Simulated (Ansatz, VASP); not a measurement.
**Two plane-wave programs on NaCl**

Contents of INCAR:

```
SYSTEM = NaCl
PREC = Accurate
ENCUT = 520
EDIFF = 1E-7
ISMEAR = 0
SIGMA = 0.05
LREAL = .False.
LASPH = .True.
NELM = 100
ALGO = Normal
ISIF = 2
LWAVE = .False.
LCHARG = .False.
GGA = PS
NBANDS = 14
```

File KPOINTS:

```
Automatic mesh
0
Gamma
  6 6 6
  0 0 0
```

Contents of POSCAR:

```
NaCl
1.0
    3.5021900000      0.0000000000      0.0000000000
    0.0000000000      3.5021900000      0.0000000000
    0.0000000000      0.0000000000      3.2220148000
Na Cl
1 1
Direct
    0.0000000000      0.0000000000      0.0000000000
    0.5000000000      0.5000000000      0.5000000000
```

Input for Ansatz:

```yaml
crystal:
  lattice:
    - [3.50219, 0.0, 0.0]
    - [0.0, 3.50219, 0.0]
    - [0.0, 0.0, 3.2220148]
  atoms:
    - { symbol: Na, position: [0.0, 0.0, 0.0] }
    - { symbol: Cl, position: [0.5, 0.5, 0.5] }
basis:
  ecutwfc: 420
kpoints:
  mp_grid: { grid: [6, 6, 6] }
hamiltonian:
  xc: pbesol
scf:
  occupations: { method: gaussian, width: 0.05 }
output:
  forces: true
  stress: true
  eigenvalues: true
```

Change from the starting cell: strain +0.000 along x and y, -0.080 along z, atoms carried along.

Alike in both runs: task single point; functional PBEsol; k mesh 6 × 6 × 6; occupations gaussian, width 0.05 eV; no spin polarisation.

|  | VASP | Ansatz |
| --- | --- | --- |
| version | VASP 6.6.1 | Ansatz 0.2.0 |
| potentials or method | VASP PAW PBE potentials, release 64 (Na_pv, Cl), cutoff 520 eV | scalar-relativistic, plane waves, PAW |
| valence electrons in the cell | 14 | 16 |

|  | VASP | Ansatz | Ansatz less VASP |
| --- | --- | --- | --- |
| gap on the k mesh at the Fermi level (eV) | 3.59 | 3.60 | +0.002 |
| least direct gap on the mesh (eV) | 4.02 | 4.02 | +0.002 |
| pressure (GPa) | 1.3 | 1.3 | -0.01 |
| traceless stress, the component that is largest in VASP (GPa) | 5.02 | 5.02 | +0.002 |

VASP's potentials were made for PBE, not for PBEsol. VASP's potentials hold 14 valence electrons a cell and Ansatz's 16, so a difference there can come from the potentials and not from the codes.
